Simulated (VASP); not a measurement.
Set up this calculation in VASP 6.6.1, as the native input.

| Property | Result |
| --- | --- |
| Task | single point |
| Functional | PBEsol |
| Potentials or basis | VASP PAW PBE potentials, release 64 (Ti_sv, C) |
| Cutoff | 520 eV |
| k mesh | 10 × 10 × 10 |
| Occupations | fermi-dirac, width 0.05 eV |
| Spin | no spin polarisation |
| Dipole correction | no |
| Further INCAR settings | ALGO = Normal; EDIFF = 1e-06; NBANDS = 21 |

The structure of Ti2C lies in POSCAR:

```
Ti2C
1.0
    1.5509017776      0.8954135587      4.8456500522
   -1.5509017776      0.8954135587      4.8456500522
    0.0000000000     -1.7908271176      4.8456500522
Ti C
2 1
Direct
    0.7545021700      0.7545021700      0.7545021700
    0.2454978300      0.2454978300      0.2454978300
    0.5000000000      0.5000000000      0.5000000000
```

One way to write it, as run:

INCAR

```
SYSTEM = Ti2C
  PREC = Accurate
  ENCUT = 520
  EDIFF = 1E-6
  ISMEAR = -1
  SIGMA = 0.05
  LREAL = .FALSE.
  LASPH = .TRUE.
  NELM = 100
  ALGO = Normal
  ISIF = 2
  LWAVE = .FALSE.
  LCHARG = .FALSE.
  GGA = PS
  NBANDS = 21
```

KPOINTS

```
regular mesh
0
G
  10 10 10
  0 0 0
```

Potentials or basis: VASP PAW PBE potentials, release 64 (Ti_sv, C).

Command:

```bash
$ cat potpaw_PBE.64/Ti_sv/POTCAR potpaw_PBE.64/C/POTCAR > POTCAR
$ mpirun -np 1 vasp_std > vasp.out
```

It gave:

```json
{
 "Pressure": "-7.8 GPa",
 "Largest force": "0.368 eV/Å",
 "Band gap on the k mesh": "zero (band 14 reaches 8.64 eV, above the bottom of band 15 at 7.84 eV)"
}
```

Caveat: the PAW data sets were made with another functional, which shifts forces and pressure a little.

It took 3.2 min on 1 thread of Intel(R) Xeon(R) Platinum 8488C (Sapphire Rapids), on a shared host, peak memory 0.28 GiB.
